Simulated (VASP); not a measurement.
Crystal: CsLiGe2S4.

```xyz
8
Lattice="4.5540 0.0000 0.0000 0.0000 4.5540 0.0000 0.0000 0.0000 8.7120" Properties=species:S:1:pos:R:3 pbc="T T T"
Cs    2.2770    2.2770    0.0000
Li    2.2770    2.2770    4.3560
Ge    0.0000    0.0000    6.5340
Ge    0.0000    0.0000    2.1780
S     2.2770    0.0000    6.5340
S     0.0000    2.2770    6.5340
S     2.2770    0.0000    2.1780
S     0.0000    2.2770    2.1780
```

* Program: VASP 6.6.1
* Task: relaxation of cell and atoms
* Functional: PBE
* Potentials or basis: VASP PAW PBE potentials, release 64 (Cs_sv, Li_sv, Ge_d, S)
* Cutoff: 600 eV
* k mesh: 4 × 4 × 2
* Occupations: gaussian, width 0.1 eV
* Spin: no spin polarisation

At the start: pressure 12.2 GPa; volume 22.58 Å³/atom.

Question: How do energy, volume and symmetry change on relaxing?

Answer: Over 41 steps the energy falls by 303.7 meV/atom and the volume is 25.64 Å³/atom (+13.5 %); space group P4/mmm (No. 123, to 0.1 Å) before and after.

The path:
| step | energy change (eV) | largest force (eV/Å) | pressure (GPa) | volume (Å³) |
| --- | --- | --- | --- | --- |
| 1 | 0.0000 | 1.1324 | 12.16 | 180.68 |
| 3 | -1.4061 | 0.6409 | -0.07 | 214.20 |
| 5 | -1.6837 | 0.4595 | -0.16 | 216.70 |
| 7 | -1.7560 | 0.6198 | -0.03 | 218.71 |
| 9 | -1.9447 | 0.4519 | -1.87 | 220.70 |
| 11 | -2.0591 | 0.2996 | 0.19 | 205.98 |
| 13 | -2.0782 | 0.2827 | 0.07 | 207.68 |
| 15 | -2.1054 | 0.2282 | 0.53 | 207.81 |
| 17 | -2.1245 | 0.1807 | -0.32 | 211.77 |
| 19 | -2.1322 | 0.1933 | -0.33 | 211.14 |
| 21 | -2.2236 | 0.4135 | 0.35 | 202.90 |
| 23 | -2.2306 | 0.2673 | 0.88 | 198.17 |
| 25 | -2.2332 | 0.3293 | 0.63 | 200.80 |
| 27 | -2.2390 | 0.2587 | 0.66 | 199.83 |
| 29 | -2.2800 | 0.2573 | 0.01 | 198.77 |
| 31 | -2.2921 | 0.2712 | -0.03 | 198.44 |
| 33 | -2.3746 | 0.2040 | 0.56 | 197.71 |
| 35 | -2.3889 | 0.1592 | 0.95 | 197.20 |
| 37 | -2.4154 | 0.1543 | -0.19 | 204.18 |
| 39 | -2.4277 | 0.0638 | 0.13 | 204.35 |
| 41 | -2.4298 | 0.0190 | -0.02 | 205.09 |

Final structure:
```
CELL_PARAMETERS angstrom
4.74510 0.00000 0.00000
0.00000 4.74510 0.00000
0.00000 0.00000 9.10843
ATOMIC_POSITIONS crystal
Cs 0.50000 0.50000 0.00000
Li 0.50000 0.50000 0.50000
Ge 0.00000 0.00000 0.64147
Ge 0.00000 0.00000 0.35853
S 0.50000 0.00000 0.70111
S 0.00000 0.50000 0.70111
S 0.50000 0.00000 0.29889
S 0.00000 0.50000 0.29889
```

Caveat: the k points lie up to 0.34 Å⁻¹ apart in the final cell, too coarse for converged energies and pressures of a metal; the cutoff is under 1.25 times the usual one of these potentials, so pressure, stress and relaxed cells hold a basis-set (Pulay) error.
